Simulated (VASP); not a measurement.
# ScCd3C3 (P6_3/mmc) in VASP: single point with r2SCAN

Aim: the single point of ScCd3C3 with r2SCAN.

Everything below comes from runs of VASP 6.6.1. Logs are shortened: lines on timing, memory, paths and dates and some standing lists are left out, and cuts for length are marked.

## 1. The cell of the first run

The structure is hexagonal, space group P6_3/mmc (No. 194). Conventional cell: a = 3.664 Å, b = 3.664 Å, c = 18.429 Å, α = 90.00°, β = 90.00°, γ = 120.00°. Within 2.8 Å of C (site symmetry -6m2) lie 5 Cd at 2.12 to 2.34 Å. Within 3.2 Å of C (site symmetry 3m) lie 3 Cd at 2.40 Å and 3 Sc at 2.40 Å and 3 C at 3.10 Å. Sc (site symmetry -3m) has 6 C at 2.40 Å and 6 Cd at 3.10 Å within 3.2 Å. Within 3.2 Å of Cd (site symmetry 3m) lie 4 C at 2.34 to 2.40 Å and 3 Sc at 3.10 Å and 3 Cd at 3.16 Å. Cd (site symmetry -6m2) has 3 C at 2.12 Å within 2.8 Å.

## 2. Single point, r2SCAN

POSCAR reads:

```
ScCd3C3
1.0
    3.6637188146      0.0000002831      0.0000000000
   -1.8318596525      3.1728734242      0.0000000000
    0.0000000000      0.0000000000     18.4286350156
C Sc Cd
6 2 6
Direct
    0.3333333333      0.6666666667      0.2500000000
    0.6666666667      0.3333333333      0.7500000000
    0.3333333333      0.6666666667      0.5616430863
    0.6666666667      0.3333333333      0.0616430863
    0.3333333333      0.6666666667      0.9383569137
    0.6666666667      0.3333333333      0.4383569137
    0.0000000000      0.0000000000      0.0000000000
    0.0000000000      0.0000000000      0.5000000000
    0.3333333333      0.6666666667      0.1229690236
    0.6666666667      0.3333333333      0.6229690236
    0.3333333333      0.6666666667      0.3770309764
    0.6666666667      0.3333333333      0.8770309764
    0.3333333333      0.6666666667      0.7500000000
    0.6666666667      0.3333333333      0.2500000000
```

INCAR.step1 reads:

```
SYSTEM = ScCd3C3
PREC     = Accurate       ! precision mode
ENCUT    = 520            ! plane-wave cutoff, eV
ISMEAR   = 1              ! smearing method
SIGMA    = 0.0269         ! smearing width, eV
LREAL    = .FALSE.        ! projectors in reciprocal space
LASPH    = .TRUE.         ! aspherical terms in the spheres
NELM     = 60             ! most SCF steps
NBANDS   = 72             ! bands
GGA      = PE             ! functional
ALGO     = Normal         ! electronic algorithm
EDIFF    = 1E-4           ! SCF threshold, eV
LWAVE    = .TRUE.         ! write WAVECAR
LCHARG   = .FALSE.        ! write CHGCAR
```

INCAR.step2 reads:

```
SYSTEM = ScCd3C3
PREC     = Accurate       ! precision mode
ENCUT    = 520            ! plane-wave cutoff, eV
EDIFF    = 1E-6           ! SCF threshold, eV
ISMEAR   = 1              ! smearing method
SIGMA    = 0.0269         ! smearing width, eV
LREAL    = .FALSE.        ! projectors in reciprocal space
LASPH    = .TRUE.         ! aspherical terms in the spheres
NELM     = 60             ! most SCF steps
ALGO     = Normal         ! electronic algorithm
ISIF     = 2              ! what is computed and relaxed
LWAVE    = .FALSE.        ! write WAVECAR
LCHARG   = .FALSE.        ! write CHGCAR
METAGGA  = R2SCAN         ! meta-GGA
LMIXTAU  = .TRUE.       
NBANDS   = 72             ! bands
ISTART   = 1
```

KPOINTS reads:

```
Automatic mesh
0
G
  6 6 2
  0 0 0
```

Potentials or basis: VASP PAW PBE potentials, release 64 (C, Sc_sv, Cd).

Started as:

```
$ cat potpaw_PBE.64/C/POTCAR potpaw_PBE.64/Sc_sv/POTCAR potpaw_PBE.64/Cd/POTCAR > POTCAR
$ cp INCAR.step1 INCAR
$ mpirun -np 1 vasp_std > vasp.out
$ cp INCAR.step2 INCAR
$ mpirun -np 1 vasp_std > vasp.out
```

OUTCAR:

```text
SYSTEM = ScCd3C3
   PREC = Accurate
   ENCUT = 520
   EDIFF = 1E-6
   ISMEAR = 1
   LREAL = .FALSE.
   LASPH = .TRUE.
   NELM = 60
   ISIF = 2
   METAGGA = R2SCAN
   ISTART = 1

 ion  position               nearest neighbor table
   1  0.333  0.667  0.250-  14 2.12  14 2.12  14 2.12   9 2.34  11 2.34
   2  0.667  0.333  0.750-  13 2.12  13 2.12  13 2.12  10 2.34  12 2.34
   3  0.333  0.667  0.562-  10 2.40  10 2.40  10 2.40   8 2.40   8 2.40   8 2.40
   4  0.667  0.333  0.062-   9 2.40   9 2.40   9 2.40   7 2.40   7 2.40   7 2.40
   5  0.333  0.667  0.938-  12 2.40  12 2.40  12 2.40   7 2.40   7 2.40   7 2.40
   6  0.667  0.333  0.438-  11 2.40  11 2.40  11 2.40   8 2.40   8 2.40   8 2.40
   7  0.000  0.000  0.000-   4 2.40   5 2.40   5 2.40   4 2.40   4 2.40   5 2.40   9 3.10  12 3.10
                            12 3.10   9 3.10  12 3.10   9 3.10
   8  0.000  0.000  0.500-   3 2.40   6 2.40   3 2.40   6 2.40   6 2.40   3 2.40  10 3.10  11 3.10
                            10 3.10  11 3.10  10 3.10  11 3.10
   9  0.333  0.667  0.123-   1 2.34   4 2.40   4 2.40   4 2.40   7 3.10   7 3.10   7 3.10  14 3.16
                            14 3.16  14 3.16
  10  0.667  0.333  0.623-   2 2.34   3 2.40   3 2.40   3 2.40   8 3.10   8 3.10   8 3.10  13 3.16
                            13 3.16  13 3.16
  11  0.333  0.667  0.377-   1 2.34   6 2.40   6 2.40   6 2.40   8 3.10   8 3.10   8 3.10  14 3.16
                            14 3.16  14 3.16
  12  0.667  0.333  0.877-   2 2.34   5 2.40   5 2.40   5 2.40   7 3.10   7 3.10   7 3.10  13 3.16
                            13 3.16  13 3.16
  13  0.333  0.667  0.750-   2 2.12   2 2.12   2 2.12  10 3.16  12 3.16  10 3.16  12 3.16  12 3.16
                            10 3.16
  14  0.667  0.333  0.250-   1 2.12   1 2.12   1 2.12   9 3.16  11 3.16   9 3.16  11 3.16  11 3.16
                             9 3.16

  LATTYP: Found a hexagonal cell.
 ALAT       =     3.6637188146
 C/A-ratio  =     5.0300353133

  Lattice vectors:

 A1 = (   3.6637188146,   0.0000002831,   0.0000000000)
 A2 = (  -1.8318596525,   3.1728734242,   0.0000000000)
 A3 = (   0.0000000000,   0.0000000000,  18.4286350156)

Analysis of symmetry for initial positions (statically):
=====================================================================
 Subroutine PRICEL returns:
 Original cell was already a primitive cell.

 Routine SETGRP: Setting up the symmetry group for a
 hexagonal supercell.

 Subroutine GETGRP returns: Found 24 space group operations
 (whereof 12 operations were pure point group operations)
 out of a pool of 24 trial point group operations.

The static configuration has the point symmetry D_3d.
 The point group associated with its full space group is D_6h.

Analysis of symmetry for dynamics (positions and initial velocities):
=====================================================================
 Subroutine PRICEL returns:
 Original cell was already a primitive cell.

 Routine SETGRP: Setting up the symmetry group for a
 hexagonal supercell.

 Subroutine GETGRP returns: Found 24 space group operations
 (whereof 12 operations were pure point group operations)
 out of a pool of 24 trial point group operations.

The dynamic configuration has the point symmetry D_3d.
 The point group associated with its full space group is D_6h.

 Subroutine INISYM returns: Found 24 space group operations
 (whereof 12 operations are pure point group operations),
 and found     1 'primitive' translations

----------------------------------------------------------------------------------------

                                     Primitive cell

  volume of cell :     214.2240

  direct lattice vectors                    reciprocal lattice vectors
     3.663718815  0.000000283  0.000000000     0.272946699  0.157585878  0.000000000
    -1.831859652  3.172873424  0.000000000    -0.000000024  0.315171714  0.000000000
     0.000000000  0.000000000 18.428635016     0.000000000  0.000000000  0.054263379

  length of vectors
     3.663718815  3.663718815 18.428635016     0.315171714  0.315171714  0.054263379

  position of ions in fractional coordinates (direct lattice)
     0.333333333  0.666666667  0.250000000
     0.666666667  0.333333333  0.750000000
     0.333333333  0.666666667  0.561643086
     0.666666667  0.333333333  0.061643086
     0.333333333  0.666666667  0.938356914
     0.666666667  0.333333333  0.438356914
     0.000000000  0.000000000  0.000000000
     0.000000000  0.000000000  0.500000000
     0.333333333  0.666666667  0.122969024
     0.666666667  0.333333333  0.622969024
     0.333333333  0.666666667  0.377030976
     0.666666667  0.333333333  0.877030976
[... 31 lines left out ...]
     0.045491116  0.026264313  0.000000000     0.166666667  0.000000000  0.000000000
    -0.000000004  0.052528619  0.000000000     0.000000000  0.166666667  0.000000000
     0.000000000  0.000000000  0.027131689     0.000000000  0.000000000  0.500000000

  Length of vectors
     0.052528619  0.052528619  0.027131689

  Shift w.r.t. Gamma in fractional coordinates (k-lattice)
     0.000000000  0.000000000  0.000000000

 Subroutine IBZKPT returns following result:
 ===========================================

 Found     14 irreducible k-points:

 Following reciprocal coordinates:
            Coordinates               Weight
  0.000000  0.000000  0.000000      1.000000
  0.166667  0.000000  0.000000      6.000000
  0.333333 -0.000000  0.000000      6.000000
  0.500000  0.000000  0.000000      3.000000
  0.166667  0.166667  0.000000      6.000000
  0.333333  0.166667  0.000000     12.000000
  0.333333  0.333333  0.000000      2.000000
  0.000000  0.000000  0.500000      1.000000
  0.166667  0.000000  0.500000      6.000000
  0.333333 -0.000000  0.500000      6.000000
  0.500000  0.000000  0.500000      3.000000
  0.166667  0.166667  0.500000      6.000000
  0.333333  0.166667  0.500000     12.000000
  0.333333  0.333333  0.500000      2.000000
   k-points           NKPTS =     14   k-points in BZ     NKDIM =     14   number of bands    NBANDS=     72
   number of dos      NEDOS =    301   number of ions     NIONS =     14
   total plane-waves  NPLWV = 109760
   dimension x,y,z NGX =    28 NGY =   28 NGZ =  140
   dimension x,y,z NGXF=    56 NGYF=   56 NGZF=  280
   ions per type =               6   2   6
   NGX,Y,Z   is equivalent  to a cutoff of  12.71, 12.71, 12.63 a.u.
   NGXF,Y,Z  is equivalent  to a cutoff of  25.41, 25.41, 25.26 a.u.
 SYSTEM =  ScCd3C3
   PREC   = accura    normal or accurate (medium, high low for compatibility)
   ISTART =      1    job   : 0-new  1-cont  2-samecut
   ICHARG =      0    charge: 1-file 2-atom 10-const
   ISPIN  =      1    spin polarized calculation?
   LNONCOLLINEAR =      F non collinear calculations
   LSORBIT =      F    spin-orbit coupling
   LASPH  =      T    aspherical Exc in radial PAW
   ENCUT  =  520.0 eV  38.22 Ry    6.18 a.u.   6.81  6.81 34.27*2*pi/ulx,y,z
   NELM   =     60;   NELMIN=  2; NELMDL=  0     # of ELM steps
   EDIFF  = 0.1E-05   stopping-criterion for ELM
   LREAL  =      F    real-space projection
   EDIFFG = 0.1E-04   stopping-criterion for IOM
   NSW    =      0    number of steps for IOM
   IBRION =     -1    ionic relax: 0-MD 1-quasi-New 2-CG
   NFREE  =      0    steps in history (QN), initial steepest desc. (CG)
   ISIF   =      2    stress and relaxation
   ISYM   =      2    0-nonsym 1-usesym 2-fastsym
   POTIM  = 0.5000    time-step for ionic-motion
   TEBEG  =    0.0;   TEEND  =   0.0 temperature during run
   PSTRESS=    0.0 pullay stress
   NELECT =     118.0000    total number of electrons
   NUPDOWN=      -1.0000    fix difference up-down
   EMIN   =  10.00;   EMAX   =-10.00  energy-range for DOS
   EFERMI =   0.00;   METHOD = LEGACY
   ISMEAR =     1;   SIGMA  =   0.03  broadening in eV -4-tet -1-fermi 0-gaus
   EFERMI_NEDOS =   21; number of points for ismear=-14 and -15
   IALGO  =     38    algorithm
   IMIX   =      4    mixing-type and parameters
     AMIX     =   0.40;   BMIX     =  1.00
     AMIX_MAG =   1.60;   BMIX_MAG =  1.00
  volume/ion in A,a.u.               =      15.30       103.26
  Fermi-wavevector in a.u.,A,eV,Ry     =   1.341980  2.535975 24.502884  1.800911
  Thomas-Fermi vector in A             =   2.470171
   LORBIT       =      0    0 simple, 1 ext, 2 COOP (PROOUT), +10 PAW based schemes
   METAGGA = R2SCAN    functional components
   LHFCALC =     F    Hartree Fock is set to
   AEXX    =    0.0000 exact exchange contribution
   IVDW    =     0    specifies the selected vdW correction
   LEPSILON=     F    determine dielectric tensor
   LRPA    =     F    only Hartree local field effects (RPA)
 non-spin polarized calculation
 Methfessel and Paxton  Order N= 1 SIGMA  =   0.03
  energy-cutoff  :      520.00
  volume of cell :      214.22
 maximum number of plane-waves:      5798
 NGX is ok and might be reduce to    28
   NGX = 13   NGY = 13   NGZ = 69

 number of electron     118.0000012 magnetization

 Free energy of the ion-electron system (eV)
  ---------------------------------------------------
  ext. energy  EPLUGINS =         0.00000000
  ---------------------------------------------------
  free energy    TOTEN  =      -190.34857467 eV

  energy without entropy =     -190.34854373  energy(sigma->0) =     -190.34856436

 E-fermi :   2.9689     XC(G=0): -11.7967

 val. band max:        2.9516544247   @ k =   0.3333  -0.0000   0.0000
 cond. band min:       2.9730414395   @ k =   0.1667   0.1667   0.0000
 fundamental gap:      0.0213870148
 Fermi energy:         2.9688530586

 k-point     1 :       0.0000    0.0000    0.0000
  band No.  band energies     occupation
      1     -47.5456      2.00000
      2     -47.5456      2.00000
      3     -25.3326      2.00000
      4     -25.3326      2.00000
      5     -25.1397      2.00000
      6     -25.1397      2.00000
[... 1025 lines left out ...]
     70       7.3473      0.00000
     71       7.9091      0.00000
 [bands above 71 left out]

------------------------ aborting loop because EDIFF is reached ----------------------------------------

  FORCE on cell =-STRESS in cart. coord.  units (eV):
  Direction    XX          YY          ZZ          XY          YZ          ZX
  --------------------------------------------------------------------------------------
  -------------------------------------------------------------------------------------
  Total        1.5516092      1.5516092      1.1059507     -0.0000000      0.0000000     -0.0000000
  in kB       11.6044579     11.6044579      8.2713858     -0.0000000      0.0000000     -0.0000000
  external PRESSURE =      10.4934339 kB  Pullay stress =       0.0000000 kB

 VOLUME and BASIS-vectors are now :
 -----------------------------------------------------------------------------
  energy-cutoff  :      520.00
  volume of cell :      214.22
      direct lattice vectors                 reciprocal lattice vectors
     3.663718815  0.000000283  0.000000000     0.272946699  0.157585878  0.000000000
    -1.831859652  3.172873424  0.000000000    -0.000000024  0.315171714  0.000000000
     0.000000000  0.000000000 18.428635016     0.000000000  0.000000000  0.054263379

 POSITION                                       TOTAL-FORCE (eV/Angst)
 -----------------------------------------------------------------------------------
     -0.00000      2.11525      4.60716         0.000000      0.000000     -0.000000
      1.83186      1.05762     13.82148         0.000000     -0.000000     -0.000000
     -0.00000      2.11525     10.35032         0.000000      0.000000     -0.008496
      1.83186      1.05762      1.13600         0.000000      0.000000     -0.008496
     -0.00000      2.11525     17.29264         0.000000      0.000000      0.008496
      1.83186      1.05762      8.07832         0.000000      0.000000      0.008496
      0.00000      0.00000      0.00000         0.000000      0.000000     -0.000000
      0.00000      0.00000      9.21432         0.000000      0.000000     -0.000000
     -0.00000      2.11525      2.26615        -0.000000      0.000000      0.002276
      1.83186      1.05762     11.48047         0.000000     -0.000000      0.002276
     -0.00000      2.11525      6.94817        -0.000000      0.000000     -0.002276
      1.83186      1.05762     16.16248        -0.000000     -0.000000     -0.002276
     -0.00000      2.11525     13.82148         0.000000      0.000000     -0.000000
      1.83186      1.05762      4.60716        -0.000000     -0.000000     -0.000000
 -----------------------------------------------------------------------------------
    total drift:                                0.000000      0.000000      0.000000

  FREE ENERGIE OF THE ION-ELECTRON SYSTEM (eV)
  ---------------------------------------------------
  free  energy   TOTEN  =      -190.3485746707 eV

  energy  without entropy=     -190.3485437344  energy(sigma->0) =     -190.34856436
```

Run time: 22 min. Hardware: 1 thread of Intel Xeon Platinum 8259CL at 2.50GHz (Skylake/Cascade Lake), shared host; peak memory 0.46 GiB.

What came out:

| Quantity | Value |
| --- | --- |
| Free energy | -190.3486 eV |
| Pressure | 1.0 GPa |
| Largest force | 0.008 eV/Å |
| Band gap on the k mesh | zero (bands 59 and 60 overlap by 2.61 eV) |

Forces in eV/Å, atoms in the order of the input:
```
C    0.000  0.000  0.000
C    0.000  0.000  0.000
C    0.000  0.000 -0.008
C    0.000  0.000 -0.008
C    0.000  0.000  0.008
C    0.000  0.000  0.008
Sc   0.000  0.000  0.000
Sc   0.000  0.000  0.000
Cd   0.000  0.000  0.002
Cd   0.000  0.000  0.002
Cd   0.000  0.000 -0.002
Cd   0.000  0.000 -0.002
Cd   0.000  0.000  0.000
Cd   0.000  0.000  0.000
```

Stress tensor (GPa, compression positive):
```
1.16 0.00 0.00
0.00 1.16 0.00
0.00 0.00 0.83
```

Levels at points of the mesh, in eV from the Fermi level:
| k point | band 55 | band 56 | band 57 | band 58 | band 59 | band 60 | band 61 | band 62 | band 63 | band 64 |
| --- | --- | --- | --- | --- | --- | --- | --- | --- | --- | --- |
| (0.00, 0.00, 0.00) | 1.03 | 1.03 | 1.11 | 1.11 | 1.66 | 1.66 | 1.76 | 1.76 | 2.27 | 3.19 |
| (0.50, 0.00, 0.00) | -1.12 | -1.11 | -0.99 | -0.57 | -0.42 | -0.37 | -0.10 | 0.26 | 2.97 | 3.24 |
| (0.00, 0.00, 0.50) | 1.07 | 1.07 | 1.07 | 1.07 | 1.71 | 1.71 | 1.71 | 1.71 | 2.75 | 2.75 |
| (0.50, 0.00, 0.50) | -1.19 | -1.19 | -0.82 | -0.82 | -0.20 | -0.20 | -0.04 | -0.04 | 3.12 | 3.12 |

Caveat: the PAW data sets were made with another functional, which shifts forces and pressure a little.
